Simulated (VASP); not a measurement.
# SiO2 (P6_222) in VASP: a series of runs, part 2 of 2

VASP 6.6.1. Earlier steps stand in the parts before.

### 3 Single point, PBE (strain +0.080 along x and y, -0.040 along z)

INCAR reads:

```
SYSTEM = SiO2
ALGO = Normal
EDIFF = 1E-6
ENCUT = 520
GGA = PE
ISIF = 2
ISMEAR = 0
LASPH = .True.
LCHARG = .False.
LREAL = .False.
LWAVE = .False.
NBANDS = 34
NELM = 60
PREC = Accurate
SIGMA = 0.05
```

KPOINTS reads:

```
k-points
0
Gamma
  6 6 4
  0 0 0
```

POSCAR reads:

```
SiO2
1.0
    5.5132877432      0.0000000000      0.0000000000
   -2.7566438716      4.7746472440      0.0000000000
    0.0000000000      0.0000000000      5.3612984877
Si O
3 6
Direct
    0.5000000000      0.0000000000      0.0000000000
    0.5000000000      0.5000000000      0.3333333333
    0.0000000000      0.5000000000      0.6666666667
    0.4159266453      0.2079633227      0.1666666667
    0.2079633227      0.4159266453      0.5000000000
    0.7920366773      0.2079633227      0.8333333333
    0.5840733547      0.7920366773      0.1666666667
    0.7920366773      0.5840733547      0.5000000000
    0.2079633227      0.7920366773      0.8333333333
```

Potentials or basis: VASP PAW PBE potentials, release 64 (Si, O).

Launch:

```sh
cat potpaw_PBE.64/Si/POTCAR potpaw_PBE.64/O/POTCAR > POTCAR
mpirun -np 1 vasp_std > vasp.out
```

OUTCAR:

```text
SYSTEM = SiO2
   EDIFF = 1E-6
   ENCUT = 520
   GGA = PE
   ISIF = 2
   ISMEAR = 0
   LASPH = .True.
   LREAL = .False.
   NELM = 60
   PREC = Accurate

 ion  position               nearest neighbor table
   1  0.500  0.000  0.000-   6 1.69   9 1.69   7 1.69   4 1.69
   2  0.500  0.500  0.333-   4 1.69   7 1.69   5 1.69   8 1.69
   3  0.000  0.500  0.667-   6 1.69   9 1.69   8 1.69   5 1.69
   4  0.416  0.208  0.167-   2 1.69   1 1.69
   5  0.208  0.416  0.500-   2 1.69   3 1.69
   6  0.792  0.208  0.833-   3 1.69   1 1.69
   7  0.584  0.792  0.167-   2 1.69   1 1.69
   8  0.792  0.584  0.500-   2 1.69   3 1.69
   9  0.208  0.792  0.833-   3 1.69   1 1.69

  LATTYP: Found a hexagonal cell.
 ALAT       =     5.5132877432
 C/A-ratio  =     0.9724321924

  Lattice vectors:

 A1 = (   5.5132877432,   0.0000000000,   0.0000000000)
 A2 = (  -2.7566438716,   4.7746472440,   0.0000000000)
 A3 = (   0.0000000000,   0.0000000000,   5.3612984877)

Analysis of symmetry for initial positions (statically):
=====================================================================
[... 193 lines left out ...]
  band No.  band energies     occupation
      1     -19.0895      2.00000
      2     -17.7626      2.00000
      3     -17.7626      2.00000
      4     -17.4605      2.00000
      5     -17.4308      2.00000
      6     -17.4308      2.00000
[... 766 lines left out ...]
     33      10.1070      0.00000
     34      10.2175      0.00000

------------------------ aborting loop because EDIFF is reached ----------------------------------------

  FORCE on cell =-STRESS in cart. coord.  units (eV):
  Direction    XX          YY          ZZ          XY          YZ          ZX
  --------------------------------------------------------------------------------------
  -------------------------------------------------------------------------------------
  Total      -16.8740812    -16.8740812     -9.0725547     -0.0000000      0.0000000      0.0000000
  in kB     -191.5617427   -191.5617427   -102.9954971     -0.0000000      0.0000000      0.0000000
  external PRESSURE =    -162.0396609 kB  Pullay stress =       0.0000000 kB

 VOLUME and BASIS-vectors are now :
 -----------------------------------------------------------------------------
  energy-cutoff  :      520.00
  volume of cell :      141.13
      direct lattice vectors                 reciprocal lattice vectors
     5.513287743  0.000000000  0.000000000     0.181379976  0.104719778  0.000000000
    -2.756643872  4.774647244  0.000000000     0.000000000  0.209439556  0.000000000
     0.000000000  0.000000000  5.361298488     0.000000000  0.000000000  0.186521978

 POSITION                                       TOTAL-FORCE (eV/Angst)
 -----------------------------------------------------------------------------------
      2.75664      0.00000      0.00000        -0.000000     -0.000000      0.000000
      1.37832      2.38732      1.78710        -0.000000      0.000000      0.000000
     -1.37832      2.38732      3.57420        -0.000000      0.000000      0.000000
      1.71984      0.99295      0.89355         0.694052      0.400711     -0.000000
      0.00000      1.98590      2.68065        -0.000000      0.801422      0.000000
      3.79345      0.99295      4.46775        -0.694052      0.400711     -0.000000
      1.03680      3.78170      0.89355        -0.694052     -0.400711      0.000000
      2.75664      2.78874      2.68065        -0.000000     -0.801422      0.000000
     -1.03680      3.78170      4.46775         0.694052     -0.400711     -0.000000
 -----------------------------------------------------------------------------------
    total drift:                                0.000000     -0.000000      0.000001

  FREE ENERGIE OF THE ION-ELECTRON SYSTEM (eV)
  ---------------------------------------------------
  free  energy   TOTEN  =       -70.0260588888 eV

  energy  without entropy=      -70.0260588888  energy(sigma->0) =      -70.02605889
```

stdout:

```text
POSCAR found type information on POSCAR SiO
 POSCAR found :  2 types and       9 ions
 scaLAPACK will be used
 LDA part: xc-table for (Slater+PW92), standard interpolation
 POSCAR, INCAR and KPOINTS ok, starting setup
 FFT: planning ... GRIDC
 FFT: planning ... GRID_SOFT
 FFT: planning ... GRID
 WAVECAR not read
 entering main loop
```

It took 66 s on 1 thread of Intel Xeon Platinum 8488C (Sapphire Rapids), shared host; peak memory 0.28 GiB.

What came out:

```
Free energy            : -70.0261 eV
Pressure               : -16.2 GPa
Largest force          : 0.801 eV/Å
Band gap on the k mesh : 4.44 eV (least direct gap 4.82 eV)
```

Forces in eV/Å, atoms in the order of the input:
```
Si   0.000  0.000  0.000
Si   0.000  0.000  0.000
Si   0.000  0.000  0.000
O    0.694  0.401  0.000
O    0.000  0.801  0.000
O   -0.694  0.401  0.000
O   -0.694 -0.401  0.000
O    0.000 -0.801  0.000
O    0.694 -0.401  0.000
```

Stress tensor (GPa, compression positive):
```
-19.16   0.00   0.00
  0.00 -19.16   0.00
  0.00   0.00 -10.30
```

Levels at points of the mesh, in eV from the valence-band top:
```
           k point  band 20  band 21  band 22  band 23  band 24  band 25  band 26  band 27  band 28  band 29
(0.00, 0.00, 0.00)    -0.76    -0.76    -0.40    -0.38    -0.38     4.44     7.88     7.88     8.35     8.35
(0.50, 0.00, 0.00)    -1.05    -0.90    -0.77    -0.23     0.00     6.31     7.18     8.27     8.43     8.85
(0.00, 0.00, 0.50)    -1.37    -1.19    -0.13    -0.09    -0.09     6.33     6.33     7.81     9.32     9.32
(0.50, 0.00, 0.50)    -0.94    -0.78    -0.58    -0.49    -0.42     6.42     7.61     8.43     8.69     8.90
```

Caveat: the cell differs from its parent crystal (strain +0.080 along x and y, -0.040 along z); the cell stands under tension. A k mesh can miss the band edges.

### 4 Single point, PBE (strain +0.040 along x and y, +0.040 along z)

INCAR reads:

```
PREC     = Accurate       # precision mode
ENCUT    = 520            # plane-wave cutoff, eV
EDIFF    = 1E-7           # SCF threshold, eV
ISMEAR   = 0              # smearing method
SIGMA    = 0.05           # smearing width, eV
LREAL    = False          # projectors in reciprocal space
LASPH    = True           # aspherical terms in the spheres
NELM     = 80             # most SCF steps
ALGO     = Normal         # electronic algorithm
ISIF     = 2              # what is computed and relaxed
LWAVE    = False          # write WAVECAR
LCHARG   = False          # write CHGCAR
GGA      = PE             # functional
NBANDS   = 34             # bands
```

KPOINTS reads:

```
regular mesh
0
Gamma
  6 6 4
```

Edit POSCAR of step 3 so:

```diff
@@ -2,5 +2,5 @@
 1.0
-    5.5132877432      0.0000000000      0.0000000000
-   -2.7566438716      4.7746472440      0.0000000000
-    0.0000000000      0.0000000000      5.3612984877
+    5.3090919008      0.0000000000      0.0000000000
+   -2.6545459504      4.5978084571      0.0000000000
+    0.0000000000      0.0000000000      5.8080733617
 Si O
```

Launch:

```sh
cat potpaw_PBE.64/Si/POTCAR potpaw_PBE.64/O/POTCAR > POTCAR
mpirun -np 1 vasp_std > vasp.out
```

Wall time 73 s (1 thread of Intel Xeon Platinum 8488C (Sapphire Rapids), shared host); peak memory 0.28 GiB.

Results (log left out):

```
Free energy            : -70.2778 eV
Pressure               : -16.0 GPa
Largest force          : 0.713 eV/Å
Band gap on the k mesh : 4.57 eV (least direct gap 4.72 eV)
```

Forces on the atoms (eV/Å):
```
Si   0.000  0.000  0.000
Si   0.000  0.000  0.000
Si   0.000  0.000  0.000
O    0.617  0.356  0.000
O    0.000  0.713  0.000
O   -0.617  0.356  0.000
O   -0.617 -0.356  0.000
O    0.000 -0.713  0.000
O    0.617 -0.356  0.000
```

Stress tensor (GPa, compression positive):
```
-15.99   0.00   0.00
  0.00 -15.99   0.00
  0.00   0.00 -16.09
```

Levels at points of the mesh, in eV from the valence-band top:
| k point | band 22 | band 23 | band 24 | band 25 | band 26 | band 27 |
| --- | --- | --- | --- | --- | --- | --- |
| (0.00, 0.00, 0.00) | -0.36 | -0.36 | -0.15 | 4.57 | 8.14 | 8.14 |
| (0.50, 0.00, 0.00) | -0.81 | -0.29 | 0.00 | 6.56 | 7.37 | 8.57 |
| (0.00, 0.00, 0.50) | -0.28 | 0.00 | 0.00 | 6.39 | 6.39 | 7.91 |
| (0.50, 0.00, 0.50) | -0.62 | -0.61 | -0.27 | 6.55 | 7.51 | 8.65 |

Caveat: the cell differs from its parent crystal (strain +0.040 along x and y, +0.040 along z); the cell stands under tension.

### 5 Single point, PBE (strain +0.080 along x and y, +0.000 along z)

INCAR reads:

```
PREC = Accurate ; ENCUT = 520
EDIFF = 1E-7 ; ISMEAR = 0
SIGMA = 0.05 ; LREAL = False
LASPH = True ; NELM = 80
ALGO = Normal ; ISIF = 2
LWAVE = False ; LCHARG = False
GGA = PE ; NBANDS = 34
```

KPOINTS reads:

```
Automatic mesh
0
Gamma
  6 6 4
```

Edit POSCAR of step 4 so:

```diff
@@ -2,5 +2,5 @@
 1.0
-    5.3090919008      0.0000000000      0.0000000000
-   -2.6545459504      4.5978084571      0.0000000000
-    0.0000000000      0.0000000000      5.8080733617
+    5.5132877432      0.0000000000      0.0000000000
+   -2.7566438716      4.7746472440      0.0000000000
+    0.0000000000      0.0000000000      5.5846859247
 Si O
```

Launch:

```sh
cat potpaw_PBE.64/Si/POTCAR potpaw_PBE.64/O/POTCAR > POTCAR
mpirun -np 1 vasp_std > vasp.out
```

It took 77 s on 1 thread of Intel Xeon Platinum 8488C (Sapphire Rapids), shared host; peak memory 0.28 GiB.

Results (log left out):

* Free energy: -69.5566 eV
* Pressure: -19.6 GPa
* Largest force: 0.934 eV/Å
* Band gap on the k mesh: 4.13 eV (least direct gap 4.43 eV)

Forces on the atoms (eV/Å):
```
Si   0.000  0.000  0.000
Si   0.000  0.000  0.000
Si   0.000  0.000  0.000
O    0.809  0.467  0.000
O    0.000  0.934  0.000
O   -0.809  0.467  0.000
O   -0.809 -0.467  0.000
O    0.000 -0.934  0.000
O    0.809 -0.467  0.000
```

Stress tensor (GPa, compression positive):
```
-21.69   0.00   0.00
  0.00 -21.69   0.00
  0.00   0.00 -15.54
```

Levels at points of the mesh, in eV from the valence-band top:
```csv
k point,band 20,band 21,band 22,band 23,band 24,band 25,band 26,band 27,band 28,band 29
"(0.00, 0.00, 0.00)",-0.75,-0.75,-0.35,-0.35,-0.29,4.13,7.73,7.73,8.15,8.15
"(0.50, 0.00, 0.00)",-0.96,-0.88,-0.73,-0.23,0.00,6.04,6.90,8.13,8.31,8.68
"(0.00, 0.00, 0.50)",-1.35,-1.04,-0.18,-0.06,-0.06,5.99,5.99,7.67,8.91,8.91
"(0.50, 0.00, 0.50)",-0.94,-0.73,-0.56,-0.51,-0.35,5.97,7.14,8.37,8.50,8.76
```

Caveat: the cell differs from its parent crystal (strain +0.080 along x and y, +0.000 along z); the cell stands under tension. A k mesh can miss the band edges.

### 6 Single point, PBE (strain +0.040 along x and y, +0.080 along z)

INCAR reads:

```
  PREC = Accurate
  ENCUT = 520
  EDIFF = 1E-7
  ISMEAR = 0
  SIGMA = 0.05
  LREAL = F
  LASPH = T
  NELM = 100
  ALGO = Normal
  ISIF = 2
  LWAVE = F
  LCHARG = F
  GGA = PE
  NBANDS = 34
```

KPOINTS reads:

```
regular mesh
0
Gamma
  6 6 4
```

Edit POSCAR of step 5 so:

```diff
@@ -2,5 +2,5 @@
 1.0
-    5.5132877432      0.0000000000      0.0000000000
-   -2.7566438716      4.7746472440      0.0000000000
-    0.0000000000      0.0000000000      5.5846859247
+    5.3090919008      0.0000000000      0.0000000000
+   -2.6545459504      4.5978084571      0.0000000000
+    0.0000000000      0.0000000000      6.0314607987
 Si O
```

Potentials or basis: VASP PAW PBE potentials, release 64 (Si, O).

Launch:

```sh
cat potpaw_PBE.64/Si/POTCAR potpaw_PBE.64/O/POTCAR > POTCAR
mpirun -np 1 vasp_std > vasp.out
```

Run time: 72 s. Hardware: 1 thread of Intel Xeon Platinum 8488C (Sapphire Rapids), shared host; peak memory 0.28 GiB.

It converged, with:

```yaml
Free_energy: -69.6325 eV
Pressure: -19.7 GPa
Largest_force: 0.839 eV/Å
Band_gap_on_the_k_mesh: 4.11 eV (least direct gap 4.21 eV)
```

Forces on the atoms (eV/Å):
```
Si   0.000  0.000  0.000
Si   0.000  0.000  0.000
Si   0.000  0.000  0.000
O    0.727  0.420  0.000
O    0.000  0.839  0.000
O   -0.727  0.420  0.000
O   -0.727 -0.420  0.000
O    0.000 -0.839  0.000
O    0.727 -0.420  0.000
```

Stress tensor (GPa, compression positive):
```
-18.48   0.00   0.00
  0.00 -18.48   0.00
  0.00   0.00 -22.06
```

Levels at points of the mesh, in eV from the valence-band top:
```
           k point  band 20  band 21  band 22  band 23  band 24  band 25  band 26  band 27  band 28  band 29
(0.00, 0.00, 0.00)    -0.87    -0.87    -0.36    -0.36    -0.10     4.11     7.87     7.87     8.05     8.05
(0.50, 0.00, 0.00)    -1.01    -0.92    -0.83    -0.34    -0.03     6.11     6.93     8.13     8.58     8.69
(0.00, 0.00, 0.50)    -1.55    -0.85    -0.37     0.00     0.00     5.93     5.93     7.68     8.44     8.44
(0.50, 0.00, 0.50)    -1.15    -0.75    -0.67    -0.65    -0.24     5.95     6.93     8.31     8.70     8.75
```

Caveat: the cell differs from its parent crystal (strain +0.040 along x and y, +0.080 along z); the cell stands under tension. A k mesh can miss the band edges.

### 7 The runs side by side

```tsv
cell	gap on the mesh (eV)	pressure (GPa)	largest force (eV/Å)
a = 5.309, b = 5.309, c = 5.585 Å, angles 90.0, 90.0, 120.0°, 9 atoms	4.92	-11.6	0.55
a = 5.513, b = 5.513, c = 5.361 Å, angles 90.0, 90.0, 120.0°, 9 atoms	4.44	-16.2	0.80
a = 5.309, b = 5.309, c = 5.808 Å, angles 90.0, 90.0, 120.0°, 9 atoms	4.57	-16.0	0.71
a = 5.513, b = 5.513, c = 5.585 Å, angles 90.0, 90.0, 120.0°, 9 atoms	4.13	-19.6	0.93
a = 5.309, b = 5.309, c = 6.031 Å, angles 90.0, 90.0, 120.0°, 9 atoms	4.11	-19.7	0.84
```

Alike in all rows: task single point; level PBE; potentials or basis VASP PAW PBE potentials, release 64 (Si, O); no spin polarisation; k mesh 6 × 6 × 4; cutoff (eV) 520; smearing gaussian 0.05 eV.

Caveats: the cell stands under tension.

Absolute energies hang on the potentials; compare differences alone.
